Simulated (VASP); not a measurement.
A run of VASP 6.6.1:

The input INCAR:

```
ALGO = Normal
EDIFF = 1E-6
EDIFFG = -0.005
ENCUT = 600
GGA = PS
IBRION = 2
ISIF = 3
ISMEAR = -1
ISPIN = 2
LASPH = True
LCHARG = False
LMAXMIX = 4
LORBIT = 11
LREAL = False
LWAVE = False
MAGMOM = 1 1
NELM = 150
NSW = 32
PREC = Accurate
PSTRESS = -22.0
SIGMA = 0.1
```

KPOINTS

```
k-points
0
Gamma
  18 18 10
```

Contents of POSCAR:

```
Ni
1.0
    2.4573125928      0.0000000000      0.0000000000
   -1.2286562964      2.1280951304      0.0000000000
    0.0000000000      0.0000000000      4.0282929766
Ni
2
Direct
    0.3333333333      0.6666666667      0.2500000000
    0.6666666667      0.3333333333      0.7500000000
```

Potentials or basis: VASP PAW PBE potentials, release 64 (Ni).

Run with:

```console
$ cat potpaw_PBE.64/Ni/POTCAR > POTCAR
$ mpirun -np 1 vasp_std > vasp.out
```

Hardware: 1 thread of Intel(R) Xeon(R) 6975P-C (Granite Rapids) (shared host).

**Question.** Estimate the wall time of this run.

**Answer.** It took 120 s on 1 thread of Intel(R) Xeon(R) 6975P-C (Granite Rapids), on a shared host, peak memory 0.24 GiB. Counts: scf iterations 25, k points 222, ion steps 3.
